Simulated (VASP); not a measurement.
Here is a VASP 6.6.1 calculation.

Contents of POSCAR:

```
BP
1.0
    0.0000000000      2.2116077945      2.2116077945
    2.2116077945      0.0000000000      2.2116077945
    2.2116077945      2.2116077945      0.0000000000
B P
1 1
Direct
    0.0000000000      0.0000000000      0.0000000000
    0.2500000000      0.2500000000      0.2500000000
```

The input INCAR.step1:

```
SYSTEM = BP
PREC = Accurate
ENCUT = 520
EDIFF = 1E-5
ISMEAR = 0
SIGMA = 0.01
LREAL = .FALSE.
LASPH = .TRUE.
NELM = 80
ALGO = Normal
ISIF = 2
LWAVE = .TRUE.
LCHARG = .FALSE.
GGA = PE
NBANDS = 11
```

The input INCAR.step2:

```
SYSTEM = BP
PREC = Accurate
ENCUT = 520
EDIFF = 1E-7
ISMEAR = 0
SIGMA = 0.01
LREAL = .FALSE.
LASPH = .TRUE.
NELM = 80
ALGO = Normal
ISIF = 2
LWAVE = .FALSE.
LCHARG = .FALSE.
GGA = PE
LHFCALC = .TRUE.
HFSCREEN = 0.2079
PRECFOCK = Normal
ISTART = 1
NBANDS = 11
```

File KPOINTS:

```
Automatic mesh
0
G
  6 6 6
  0 0 0
```

Potentials or basis: VASP PAW PBE potentials, release 64 (B, P).

Command:

```console
$ cat potpaw_PBE.64/B/POTCAR potpaw_PBE.64/P/POTCAR > POTCAR
$ cp INCAR.step1 INCAR
$ mpirun -np 1 vasp_std > vasp.out
$ cp INCAR.step2 INCAR
$ mpirun -np 1 vasp_std > vasp.out
```

(1) Predict the pressure.

(2) Predict the band gap on the k mesh.

Results:

(1) 12.8 GPa.

(2) 1.90 eV (least direct gap 4.47 eV).

Caveat: the cell differs from its parent crystal (strain -2.5%); the cell stands under pressure; the PAW data sets were made with another functional, which shifts forces and pressure a little.
